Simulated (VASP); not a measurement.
Runs of VASP 6.6.1 on Ru. The structure is that of space group Fm-3m (No. 225), or close to it. The cells are those of the table. 

```csv
task,cell,k mesh,cutoff (eV),gap on the mesh (eV),pressure (GPa),relaxed volume (Å³/atom)
relaxation of cell and atoms,"relaxed from a = 2.773 Å, angles 60.0°, 1 atom",8 × 8 × 8,600,none,0.0,13.34
single point,"a = 2.662 Å, angles 60.0°, 1 atom",8 × 8 × 8,520,none,-0.1,-
single point,"a = 2.773 Å, angles 60.0°, 1 atom",8 × 8 × 8,520,none,-31.3,-
single point,"a = 2.665 Å, angles 60.0°, 1 atom",20 × 20 × 20,520,none,-0.1,-
relaxation of cell and atoms,"relaxed from a = 2.662 Å, angles 60.0°, 1 atom",20 × 20 × 20,600,none,0.0,(a)
```

Alike in all rows: level PBEsol; potentials or basis VASP PAW PBE potentials, release 64 (Ru_pv); no spin polarisation; smearing gaussian 0.1 eV.

Question: Fill in the values left out.

Answer: (a) 13.38.

Caveats: some runs use coarse meshes; the PAW data sets were made with another functional, which shifts forces and pressure a little.

A k mesh can miss the band edges, and the runs leave out spin-orbit coupling on Ru.

A gap of «none» marks levels without a gap at the run's occupations.
